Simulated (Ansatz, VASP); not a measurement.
# One calculation of Al, two programs

```
CELL_PARAMETERS angstrom
-1.49739 1.49739 1.79687
1.49739 -1.49739 1.79687
1.49739 1.49739 -1.79687
ATOMIC_POSITIONS crystal
Al 0.00000 0.00000 0.00000
```

Alike in both runs: task single point; functional PBEsol; k mesh 24 × 24 × 24; occupations gaussian, width 0.15 eV; no spin polarisation.

|  | VASP | Ansatz |
| --- | --- | --- |
| version | VASP 6.6.1 | Ansatz 0.2.0 |
| potentials or method | VASP PAW PBE potentials, release 64 (Al), cutoff 520 eV | scalar-relativistic, plane waves, PAW |
| valence electrons in the cell | 3 | 3 |

|  | VASP | Ansatz | Ansatz less VASP |
| --- | --- | --- | --- |
| gap on the k mesh at the Fermi level (eV) | none | none | - |
| pressure (GPa) | 1.6 | 1.5 | -0.07 |
| traceless stress, the component that is largest in VASP (GPa) | 5.30 | 5.28 | -0.020 |

VASP's potentials were made for PBE, not for PBEsol. A gap of «none» marks a metal or a gap that the smearing closes.
